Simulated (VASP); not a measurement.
# Se (P3_121) in VASP: notebook, part 2 of 2

VASP 6.6.1. The steps go on from the part before.

## 5. Single point, PBEsol+D3(BJ)

This run uses another cell than the first one, of the same volume but with other edges.

Contents of INCAR:

```
  PREC = Accurate
  ENCUT = 520
  EDIFF = 1E-7
  ISMEAR = 0
  SIGMA = 0.03
  LREAL = False
  LASPH = True
  NELM = 60
  ALGO = Normal
  ISIF = 2
  LWAVE = False
  LCHARG = False
  GGA = PS
  IVDW = 12
  NBANDS = 16
```

Contents of KPOINTS:

```
regular mesh
0
Gamma
  12 12 8
```

Contents of POSCAR:

```
Se
1.0
    4.0753478870      0.0000000000      0.0000000000
   -2.0376739435      3.5293547994      0.0000000000
    0.0000000000      0.0000000000      4.6719788176
Se
3
Direct
    0.2181741568      0.0000000000      0.3333333333
    0.0000000000      0.2181741568      0.6666666667
    0.7818258432      0.7818258432      0.0000000000
```

Potentials or basis: VASP PAW PBE potentials, release 64 (Se).

Launch:

```
$ cat potpaw_PBE.64/Se/POTCAR > POTCAR
$ mpirun -np 1 vasp_std > vasp.out
```

OUTCAR:

```text
PREC = Accurate
   ENCUT = 520
   EDIFF = 1E-7
   ISMEAR = 0
   LREAL = False
   LASPH = True
   NELM = 60
   ISIF = 2
   GGA = PS
   IVDW = 12
 IVDW          = 12

 ion  position               nearest neighbor table
   1  0.218  0.000  0.333-   3 2.19   2 2.19
   2  0.000  0.218  0.667-   3 2.19   1 2.19
   3  0.782  0.782  0.000-   2 2.19   1 2.19

  LATTYP: Found a hexagonal cell.
 ALAT       =     4.0753478870
 C/A-ratio  =     1.1464000000

  Lattice vectors:

 A1 = (   4.0753478870,   0.0000000000,   0.0000000000)
 A2 = (  -2.0376739435,   3.5293547994,   0.0000000000)
 A3 = (   0.0000000000,   0.0000000000,   4.6719788176)

Analysis of symmetry for initial positions (statically):
=====================================================================
 Subroutine PRICEL returns:
 Original cell was already a primitive cell.

 Routine SETGRP: Setting up the symmetry group for a
 hexagonal supercell.

 Subroutine GETGRP returns: Found  6 space group operations
 (whereof  2 operations were pure point group operations)
 out of a pool of 24 trial point group operations.

The static configuration has the point symmetry C_2 .
 The point group associated with its full space group is D_3 .

Analysis of symmetry for dynamics (positions and initial velocities):
=====================================================================
 Subroutine PRICEL returns:
 Original cell was already a primitive cell.

 Routine SETGRP: Setting up the symmetry group for a
 hexagonal supercell.

 Subroutine GETGRP returns: Found  6 space group operations
 (whereof  2 operations were pure point group operations)
 out of a pool of 24 trial point group operations.

The dynamic configuration has the point symmetry C_2 .
 The point group associated with its full space group is D_3 .

 Subroutine INISYM returns: Found  6 space group operations
 (whereof  2 operations are pure point group operations),
 and found     1 'primitive' translations

----------------------------------------------------------------------------------------
[... 117 lines left out ...]
  Fermi-wavevector in a.u.,A,eV,Ry     =   1.055307  1.994241 15.152432  1.113672
  Thomas-Fermi vector in A             =   2.190500
   LORBIT       =      0    0 simple, 1 ext, 2 COOP (PROOUT), +10 PAW based schemes
   GGA     = PS    functional components
   LHFCALC =     F    Hartree Fock is set to
   AEXX    =    0.0000 exact exchange contribution
   IVDW    =    12    specifies the selected vdW correction
   LEPSILON=     F    determine dielectric tensor
   LRPA    =     F    only Hartree local field effects (RPA)
 non-spin polarized calculation
 Gauss-broadening in eV      SIGMA  =   0.03
  energy-cutoff  :      520.00
  volume of cell :       67.20
 maximum number of plane-waves:      1841
   NGX = 15   NGY = 15   NGZ = 17

 number of electron      18.0000001 magnetization

 Free energy of the ion-electron system (eV)
  ---------------------------------------------------
  ext. energy  EPLUGINS =         0.00000000
  ---------------------------------------------------
  free energy    TOTEN  =       -10.51870110 eV

  energy without entropy =      -10.51870110  energy(sigma->0) =      -10.51870110

 E-fermi :   5.0260     XC(G=0):  -9.8746

 val. band max:        4.8991498720   @ k =   0.4167   0.1667   0.5000
 cond. band min:       5.9023009926   @ k =   0.0000   0.0000   0.5000
 fundamental gap:      1.0031511206
 Fermi energy:         5.0259944961

 k-point     1 :       0.0000    0.0000    0.0000
  band No.  band energies     occupation
      1     -13.1342      2.00000
      2      -7.7511      2.00000
      3      -7.7511      2.00000
      4      -0.0251      2.00000
      5       0.3096      2.00000
      6       0.3096      2.00000
[... 433 lines left out ...]
      3      -6.6923      2.00000
      4      -0.9767      2.00000
      5      -0.5265      2.00000
      6       0.6105      2.00000
[... 8 lines left out ...]
     15      12.1757      0.00000
     16      13.0056      0.00000

 [... further k-points ...]

------------------------ aborting loop because EDIFF is reached ----------------------------------------

 Edisp (eV)   -1.01163

 E8    (eV) :    -0.6393

  FORCE on cell =-STRESS in cart. coord.  units (eV):
  Direction    XX          YY          ZZ          XY          YZ          ZX
  --------------------------------------------------------------------------------------
  -------------------------------------------------------------------------------------
  Total       5.82980     5.82980    11.64891    -0.00000    -0.00000    -0.00000
  in kB     138.99626   138.99626   277.73784    -0.00000    -0.00000    -0.00000
  external pressure =      185.24 kB  Pullay stress =        0.00 kB

 VOLUME and BASIS-vectors are now :
 -----------------------------------------------------------------------------
  energy-cutoff  :      520.00
  volume of cell :       67.20
      direct lattice vectors                 reciprocal lattice vectors
     4.075347887  0.000000000  0.000000000     0.245377825  0.141668953  0.000000000
    -2.037673944  3.529354799  0.000000000     0.000000000  0.283337906  0.000000000
     0.000000000  0.000000000  4.671978818     0.000000000  0.000000000  0.214042066

 POSITION                                       TOTAL-FORCE (eV/Angst)
 -----------------------------------------------------------------------------------
      0.88914      0.00000      1.55733         3.841063     -0.000000      0.000000
     -0.44457      0.77001      3.11465        -1.920531      3.326458     -0.000000
      1.59311      2.75934      0.00000        -1.920531     -3.326458     -0.000000
 -----------------------------------------------------------------------------------
    total drift:                               -0.000000     -0.000000      0.000000

  FREE ENERGIE OF THE ION-ELECTRON SYSTEM (eV)
  ---------------------------------------------------
  free  energy   TOTEN  =       -11.5303304403 eV

  energy  without entropy=      -11.5303304403  energy(sigma->0) =      -11.53033044
```

OSZICAR:

```text
N       E                     dE             d eps       ncg     rms          rms(c)
DAV:   1     0.824935771743E+02    0.82494E+02   -0.74605E+03  4192   0.955E+02
DAV:   2    -0.588338681333E+01   -0.88377E+02   -0.83715E+02  5712   0.161E+02
DAV:   3    -0.106146427059E+02   -0.47313E+01   -0.47166E+01  5200   0.422E+01
DAV:   4    -0.106420546332E+02   -0.27412E-01   -0.27408E-01  5496   0.380E+00
DAV:   5    -0.106422178099E+02   -0.16318E-03   -0.16317E-03  5336   0.286E-01    0.105E+01
DAV:   6    -0.105544861106E+02    0.87732E-01   -0.43099E-02  5000   0.120E+00    0.647E+00
DAV:   7    -0.105198358041E+02    0.34650E-01   -0.84884E-02  4608   0.166E+00    0.236E-01
DAV:   8    -0.105186423305E+02    0.11935E-02   -0.69018E-03  4656   0.528E-01    0.103E-01
DAV:   9    -0.105186873534E+02   -0.45023E-04   -0.37801E-04  5960   0.109E-01    0.309E-02
DAV:  10    -0.105186991249E+02   -0.11772E-04   -0.94578E-06  5064   0.211E-02    0.880E-03
DAV:  11    -0.105187010935E+02   -0.19686E-05   -0.25193E-06  5496   0.104E-02    0.387E-03
DAV:  12    -0.105187010971E+02   -0.36323E-08   -0.27030E-07  5392   0.324E-03
   1 F= -.11530330E+02 E0= -.11530330E+02  d E =-.151788E-11
```

stdout:

```text
POSCAR found type information on POSCAR Se
 POSCAR found :  1 types and       3 ions
 scaLAPACK will be used
 -----------------------------------------------------------------------------
|                                                                             |
|                                                                             |
|     You enforced a specific xc type in the INCAR file but a different       |
|     I HOPE YOU KNOW WHAT YOU ARE DOING!                                     |
|                                                                             |
 -----------------------------------------------------------------------------

 LDA part: xc-table for (Slater+PW92), standard interpolation
 POSCAR, INCAR and KPOINTS ok, starting setup
 FFT: planning ... GRIDC
 FFT: planning ... GRID_SOFT
 FFT: planning ... GRID
 WAVECAR not read
 entering main loop
```

Run time: 2.3 min. Hardware: 1 thread of Oxide Virtual Turin-like, shared host; peak memory 0.22 GiB.

What came out:

| Item | Value |
| --- | --- |
| Free energy | -11.5303 eV |
| Pressure | 18.5 GPa |
| Largest force | 3.841 eV/Å |
| Band gap on the k mesh | 1.00 eV (least direct gap 1.33 eV) |
| Dispersion energy per atom | -0.337 eV |

Forces on the atoms (eV/Å):
```
Se   3.841  0.000  0.000
Se  -1.921  3.326  0.000
Se  -1.921 -3.326  0.000
```

Levels at points of the mesh, in eV from the valence-band top:
| k point | band 7 | band 8 | band 9 | band 10 | band 11 | band 12 |
| --- | --- | --- | --- | --- | --- | --- |
| (0.00, 0.00, 0.00) | -3.12 | -3.12 | -0.77 | 2.16 | 2.16 | 2.26 |
| (0.50, 0.00, 0.00) | -3.85 | -2.63 | -1.56 | 1.95 | 2.61 | 4.48 |
| (0.00, 0.00, 0.50) | -2.36 | -2.36 | -1.84 | 1.00 | 1.08 | 1.08 |
| (0.50, 0.00, 0.50) | -2.79 | -2.20 | -0.04 | 1.63 | 2.74 | 3.42 |

Caveat: the stress differs along the axes, from 14 to 28 GPa; the PAW data sets were made with another functional, which shifts forces and pressure a little. A k mesh can miss the band edges.

## 6. The runs side by side

| cell | gap on the mesh (eV) | pressure (GPa) | largest force (eV/Å) |
| --- | --- | --- | --- |
| a = 3.885, b = 3.885, c = 5.140 Å, angles 90.0, 90.0, 120.0°, 3 atoms, atomic positions A | 0.13 | -2.7 | 0.47 |
| a = 3.976, b = 3.976, c = 4.909 Å, angles 90.0, 90.0, 120.0°, 3 atoms, atomic positions B | 0.30 | 1.7 | 0.08 |
| a = 4.186, b = 4.186, c = 4.429 Å, angles 90.0, 90.0, 120.0°, 3 atoms, atomic positions C | 0.74 | 22.1 | 4.50 |
| a = 4.075, b = 4.075, c = 4.672 Å, angles 90.0, 90.0, 120.0°, 3 atoms, atomic positions C | 1.00 | 18.5 | 3.84 |

Alike in all rows: task single point; level PBEsol+D3(BJ); potentials or basis VASP PAW PBE potentials, release 64 (Se); no spin polarisation; k mesh 12 × 12 × 8; cutoff (eV) 520; smearing gaussian 0.03 eV.

Caveats: the PAW data sets were made with another functional, which shifts forces and pressure a little; semilocal functionals underestimate gaps, and a narrow one can read as zero (at least some runs); the stress differs along the axes, from 17 to 33 GPa (at least some runs); the stress differs along the axes, from 14 to 28 GPa (at least some runs).

Total energies depend on the potentials used, so only differences within one code and one set of settings carry meaning.
